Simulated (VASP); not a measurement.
Set up this calculation in VASP 6.6.1, as the native input.

| Item | Value |
| --- | --- |
| Task | dielectric tensor |
| Functional | r2SCAN |
| Potentials or basis | VASP PAW PBE potentials, release 64 (Pb_d, Se) |
| Cutoff | 520 eV |
| k mesh | 6 × 6 × 6 |
| Occupations | gaussian, width 0.01 eV |
| Spin | no spin polarisation |
| Dipole correction | no |
| Further INCAR settings | ALGO = Normal; EDIFF = 1e-08 |

The structure of PbSe lies in POSCAR:

```
PbSe
1.0
    0.0000000000      3.0887022193      3.0887022193
    3.0887022193      0.0000000000      3.0887022193
    3.0887022193      3.0887022193      0.0000000000
Pb Se
1 1
Direct
    0.0000000000      0.0000000000      0.0000000000
    0.5000000000      0.5000000000      0.5000000000
```

The input as run:

INCAR

```
SYSTEM = PbSe
ALGO = Normal
EDIFF = 1E-8
ENCUT = 520
ISIF = 2
ISMEAR = 0
LASPH = .TRUE.
LCALCEPS = .TRUE.
LCHARG = .FALSE.
LMIXTAU = .TRUE.
LREAL = .FALSE.
LWAVE = .FALSE.
METAGGA = R2SCAN
NELM = 100
PREC = Accurate
SIGMA = 0.01
```

KPOINTS

```
k-points
0
G
  6 6 6
  0 0 0
```

Potentials or basis: VASP PAW PBE potentials, release 64 (Pb_d, Se).

Run with:

```sh
$ cat potpaw_PBE.64/Pb_d/POTCAR potpaw_PBE.64/Se/POTCAR > POTCAR
$ mpirun -np 1 vasp_std > vasp.out
```

It gave:

The band gap on the k mesh is 0.67 eV, direct. The electronic dielectric tensor (diagonal) is 16.98 and the born charges (mean of the diagonal) is Pb +4.69; Se -4.69 e.

Caveat: the gap is small at this level, which inflates the dielectric constant; spin-orbit coupling is left out, which moves the levels of the heavy elements.

Wall time 45 min on 1 thread of Intel Xeon 6975P-C, with other jobs on the host, peak memory 0.4 GiB.
